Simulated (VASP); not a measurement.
# Ti (I4/mmm) in VASP: further runs

Ti is run at these levels: PBEsol; tasks: single point.

Everything below comes from runs of VASP 6.6.1. Logs are shortened: lines on timing, memory, paths and dates and some standing lists are left out, and cuts for length are marked.

## (1) The cell of the first run

The structure is tetragonal, space group I4/mmm (No. 139). The conventional cell has a = 2.756 Å, b = 2.756 Å, c = 4.385 Å, α = 90.00°, β = 90.00°, γ = 90.00°. Ti (site symmetry 4/mmm) has 12 Ti at 2.76 to 2.93 Å within 3.6 Å.

## (2) Single point, PBEsol (strain -0.040 along x and y, +0.080 along z)

INCAR

```
PREC     = Accurate       # precision mode
ENCUT    = 520            # plane-wave cutoff, eV
EDIFF    = 1E-6           # SCF threshold, eV
ISMEAR   = 0              # smearing method
SIGMA    = 0.15           # smearing width, eV
LREAL    = F              # projectors in reciprocal space
LASPH    = T              # aspherical terms in the spheres
NELM     = 100            # most SCF steps
ALGO     = Fast           # electronic algorithm
ISIF     = 2              # what is computed and relaxed
LWAVE    = F              # write WAVECAR
LCHARG   = T              # write CHGCAR
GGA      = PS             # functional
LELF     = T              # ELF
LVHAR    = T            
NBANDS   = 12             # bands
```

KPOINTS

```
regular mesh
0
Gamma
  20 20 20
```

POSCAR

```
Ti
1.0
    0.0000000000      1.9488000000      2.1924000000
    1.9488000000      0.0000000000      2.1924000000
    1.9488000000      1.9488000000      0.0000000000
Ti
1
Direct
    0.0000000000      0.0000000000      0.0000000000
```

Potentials or basis: VASP PAW PBE potentials, release 64 (Ti_sv).

Command:

```console
$ cat potpaw_PBE.64/Ti_sv/POTCAR > POTCAR
$ mpirun -np 1 vasp_std > vasp.out
```

OUTCAR:

```text
PREC = Accurate
   ENCUT = 520
   EDIFF = 1E-6
   ISMEAR = 0
   LREAL = F
   LASPH = T
   NELM = 100
   ISIF = 2
   GGA = PS

 ion  position               nearest neighbor table
   1  0.000  0.000  0.000-

  LATTYP: Found a body centered tetragonal cell.
 ALAT       =     2.7560193904
 C/A-ratio  =     1.5909902577

  Lattice vectors:

 A1 = (  -1.9488000000,   0.0000000000,   2.1924000000)
 A2 = (   1.9488000000,   0.0000000000,   2.1924000000)
 A3 = (   0.0000000000,   1.9488000000,  -2.1924000000)

Analysis of symmetry for initial positions (statically):
=====================================================================
 Subroutine PRICEL returns:
 Original cell was already a primitive cell.

 Routine SETGRP: Setting up the symmetry group for a
 body centered tetragonal supercell.

 Subroutine GETGRP returns: Found 16 space group operations
 (whereof 16 operations were pure point group operations)
 out of a pool of 16 trial point group operations.

The static configuration has the point symmetry D_4h.

Analysis of symmetry for dynamics (positions and initial velocities):
=====================================================================
 Subroutine PRICEL returns:
 Original cell was already a primitive cell.

 Routine SETGRP: Setting up the symmetry group for a
 body centered tetragonal supercell.

 Subroutine GETGRP returns: Found 16 space group operations
 (whereof 16 operations were pure point group operations)
 out of a pool of 16 trial point group operations.

The dynamic configuration has the point symmetry D_4h.

 Subroutine INISYM returns: Found 16 space group operations
 (whereof 16 operations are pure point group operations),
 and found     1 'primitive' translations

----------------------------------------------------------------------------------------

                                     Primitive cell

  volume of cell :      16.6527

  direct lattice vectors                    reciprocal lattice vectors
     0.000000000  1.948800000  2.192400000    -0.256568144  0.256568144  0.228060573
     1.948800000  0.000000000  2.192400000     0.256568144 -0.256568144  0.228060573
     1.948800000  1.948800000  0.000000000     0.256568144  0.256568144 -0.228060573

  length of vectors
     2.933332439  2.933332439  2.756019390     0.428562773  0.428562773  0.428562773

  position of ions in fractional coordinates (direct lattice)
     0.000000000  0.000000000  0.000000000

  ion indices of the primitive-cell ions
   primitive index   ion index
                 1           1

----------------------------------------------------------------------------------------

 KPOINTS: regular mesh

Automatic generation of k-mesh.
 Grid dimensions read from file:
 generate k-points for:   20   20   20

 Generating k-lattice:

  Cartesian coordinates                     Fractional coordinates (reciprocal lattice)
    -0.012828407  0.012828407  0.011403029     0.050000000 -0.000000000  0.000000000
     0.012828407 -0.012828407  0.011403029    -0.000000000  0.050000000  0.000000000
     0.012828407  0.012828407 -0.011403029     0.000000000  0.000000000  0.050000000

  Length of vectors
     0.021428139  0.021428139  0.021428139

  Shift w.r.t. Gamma in fractional coordinates (k-lattice)
     0.000000000  0.000000000  0.000000000

 Subroutine IBZKPT returns following result:
 ===========================================

 Found    641 irreducible k-points:

 Following reciprocal coordinates:
            Coordinates               Weight
  0.000000  0.000000  0.000000      1.000000
  0.050000 -0.000000  0.000000      8.000000
  0.100000 -0.000000  0.000000      8.000000
  0.150000 -0.000000  0.000000      8.000000
  0.200000 -0.000000  0.000000      8.000000
  0.250000 -0.000000  0.000000      8.000000
[... 16 lines left out ...]
 -0.400000  0.050000  0.000000      8.000000
 -0.350000  0.050000  0.000000      8.000000
 [... further k-points ...]
   k-points           NKPTS =    641   k-points in BZ     NKDIM =    641   number of bands    NBANDS=     12
   number of dos      NEDOS =    301   number of ions     NIONS =      1
   total plane-waves  NPLWV =  11520
   dimension x,y,z NGX =    24 NGY =   24 NGZ =   20
   dimension x,y,z NGXF=    48 NGYF=   48 NGZF=   40
   ions per type =               1
   NGX,Y,Z   is equivalent  to a cutoff of  13.60, 13.60, 12.06 a.u.
   NGXF,Y,Z  is equivalent  to a cutoff of  27.20, 27.20, 24.13 a.u.
 SYSTEM =  unknown system
   PREC   = accura    normal or accurate (medium, high low for compatibility)
   ISTART =      0    job   : 0-new  1-cont  2-samecut
   ICHARG =      2    charge: 1-file 2-atom 10-const
   ISPIN  =      1    spin polarized calculation?
   LNONCOLLINEAR =      F non collinear calculations
   LSORBIT =      F    spin-orbit coupling
   LASPH  =      T    aspherical Exc in radial PAW
   ENCUT  =  520.0 eV  38.22 Ry    6.18 a.u.   5.45  5.45  5.12*2*pi/ulx,y,z
   NELM   =    100;   NELMIN=  2; NELMDL= -5     # of ELM steps
   EDIFF  = 0.1E-05   stopping-criterion for ELM
   LREAL  =      F    real-space projection
   EDIFFG = 0.1E-04   stopping-criterion for IOM
   NSW    =      0    number of steps for IOM
   IBRION =     -1    ionic relax: 0-MD 1-quasi-New 2-CG
   NFREE  =      0    steps in history (QN), initial steepest desc. (CG)
   ISIF   =      2    stress and relaxation
   ISYM   =      2    0-nonsym 1-usesym 2-fastsym
   POTIM  = 0.5000    time-step for ionic-motion
   TEBEG  =    0.0;   TEEND  =   0.0 temperature during run
   PSTRESS=    0.0 pullay stress
   NELECT =      12.0000    total number of electrons
   NUPDOWN=      -1.0000    fix difference up-down
   EMIN   =  10.00;   EMAX   =-10.00  energy-range for DOS
   EFERMI =   0.00;   METHOD = LEGACY
   ISMEAR =     0;   SIGMA  =   0.15  broadening in eV -4-tet -1-fermi 0-gaus
   EFERMI_NEDOS =   21; number of points for ismear=-14 and -15
   IALGO  =     68    algorithm
   IMIX   =      4    mixing-type and parameters
     AMIX     =   0.40;   BMIX     =  1.00
     AMIX_MAG =   1.60;   BMIX_MAG =  1.00
  volume/ion in A,a.u.               =      16.65       112.38
  Fermi-wavevector in a.u.,A,eV,Ry     =   1.467711  2.773571 29.309327  2.154175
  Thomas-Fermi vector in A             =   2.583296
   LORBIT       =      0    0 simple, 1 ext, 2 COOP (PROOUT), +10 PAW based schemes
   GGA     = PS    functional components
   LHFCALC =     F    Hartree Fock is set to
   AEXX    =    0.0000 exact exchange contribution
   IVDW    =     0    specifies the selected vdW correction
   LEPSILON=     F    determine dielectric tensor
   LRPA    =     F    only Hartree local field effects (RPA)
 non-spin polarized calculation
 RMM-DIIS sequential band-by-band and
 Gauss-broadening in eV      SIGMA  =   0.15
  energy-cutoff  :      520.00
  volume of cell :       16.65
 maximum number of plane-waves:       464
 NGX is ok and might be reduce to    24
   NGX = 11   NGY = 11   NGZ = 11

 number of electron      11.9999999 magnetization

 Free energy of the ion-electron system (eV)
  ---------------------------------------------------
  ext. energy  EPLUGINS =         0.00000000
  ---------------------------------------------------
  free energy    TOTEN  =        -8.27802685 eV

  energy without entropy =       -8.25619336  energy(sigma->0) =       -8.26711011

 E-fermi :   8.4973     XC(G=0): -11.8373

 val. band max:        8.4964058711   @ k =  -0.1500   0.0500   0.2000
 cond. band min:       8.5005013395   @ k =  -0.2000   0.1000   0.0000
 fundamental gap:      0.0040954684
 Fermi energy:         8.4972808689

 k-point     1 :       0.0000    0.0000    0.0000
  band No.  band energies     occupation
      1     -47.8701      2.00000
      2     -23.7875      2.00000
      3     -23.7536      2.00000
      4     -23.7536      2.00000
      5       2.3573      2.00000
      6       8.7969      0.00474
      7       9.8519      0.00000
      8       9.8519      0.00000
      9      10.4708      0.00000
     10      11.7030      0.00000
     11      24.2690      0.00000
     12      26.8574      0.00000

 k-point     2 :       0.0500   -0.0000    0.0000
  band No.  band energies     occupation
      1     -47.8664      2.00000
      2     -23.7961      2.00000
      3     -23.7691      2.00000
      4     -23.7545      2.00000
      5       2.4425      2.00000
      6       8.8140      0.00282
      7       9.8075      0.00000
      8       9.8827      0.00000
      9      10.4655      0.00000
     10      11.6706      0.00000
     11      24.3396      0.00000
     12      26.7726      0.00000

 k-point     3 :       0.1000   -0.0000    0.0000
  band No.  band energies     occupation
      1     -47.8558      2.00000
      2     -23.8434      2.00000
      3     -23.7916      2.00000
      4     -23.7573      2.00000
      5       2.6929      2.00000
      6       8.8474      0.00096
      7       9.6831      0.00000
      8       9.9686      0.00000
      9      10.4739      0.00000
     10      11.5833      0.00000
     11      24.4847      0.00000
     12      26.2794      0.00000
[... 286 lines left out ...]
 k-point    23 :      -0.4000    0.0500    0.0000
  band No.  band energies     occupation
      1     -47.7251      2.00000
      2     -24.5183      2.00000
      3     -23.9304      2.00000
      4     -23.7869      2.00000
      5       5.8099      2.00000
      6       8.8378      0.00132
      7       8.9331      0.00004
      8       9.9278      0.00000
      9      11.9140      0.00000
     10      12.5136      0.00000
     11      17.9038      0.00000
     12      23.0071      0.00000

 k-point    24 :      -0.3500    0.0500    0.0000
  band No.  band energies     occupation
      1     -47.7391      2.00000
      2     -24.4506      2.00000
      3     -23.9160      2.00000
      4     -23.7806      2.00000
      5       5.5588      2.00000
      6       8.5904      0.37982
      7       8.9883      0.00000
      8      10.0178      0.00000
      9      11.6938      0.00000
     10      12.2156      0.00000
     11      18.8940      0.00000
     12      23.3651      0.00000

 [... further k-points ...]
[... 5 lines left out ...]
  --------------------------------------------------------------------------------------
  -------------------------------------------------------------------------------------
  Total        0.0888613      0.0888613     -0.2584594      0.0000000      0.0000000     -0.0000000
  in kB        8.5494691      8.5494691    -24.8667282      0.0000000      0.0000000     -0.0000000
  external PRESSURE =      -2.5892633 kB  Pullay stress =       0.0000000 kB

 VOLUME and BASIS-vectors are now :
 -----------------------------------------------------------------------------
  energy-cutoff  :      520.00
  volume of cell :       16.65
      direct lattice vectors                 reciprocal lattice vectors
     0.000000000  1.948800000  2.192400000    -0.256568144  0.256568144  0.228060573
     1.948800000  0.000000000  2.192400000     0.256568144 -0.256568144  0.228060573
     1.948800000  1.948800000  0.000000000     0.256568144  0.256568144 -0.228060573

 POSITION                                       TOTAL-FORCE (eV/Angst)
 -----------------------------------------------------------------------------------
      0.00000      0.00000      0.00000         0.000000     -0.000000      0.000000
 -----------------------------------------------------------------------------------
    total drift:                                0.000000      0.000000     -0.000000

  FREE ENERGIE OF THE ION-ELECTRON SYSTEM (eV)
  ---------------------------------------------------
  free  energy   TOTEN  =        -8.2780268537 eV

  energy  without entropy=       -8.2561933568  energy(sigma->0) =       -8.26711011
```

Wall time 1.7 min (1 thread of Intel Xeon 6975P-C, shared host); peak memory 0.24 GiB.

Results:

| Quantity | Value |
| --- | --- |
| Free energy | -8.2780 eV |
| Pressure | -0.3 GPa |
| Band gap on the k mesh | zero (band 6 reaches 9.12 eV, above the bottom of band 7 at 7.86 eV) |

Stress tensor (GPa, compression positive):
```
 0.85  0.00  0.00
 0.00  0.85  0.00
 0.00  0.00 -2.49
```

Caveat: the cell differs from its parent crystal (strain -0.040 along x and y, +0.080 along z); the PAW data sets were made with another functional, which shifts forces and pressure a little.

[end of part 1 of 2]
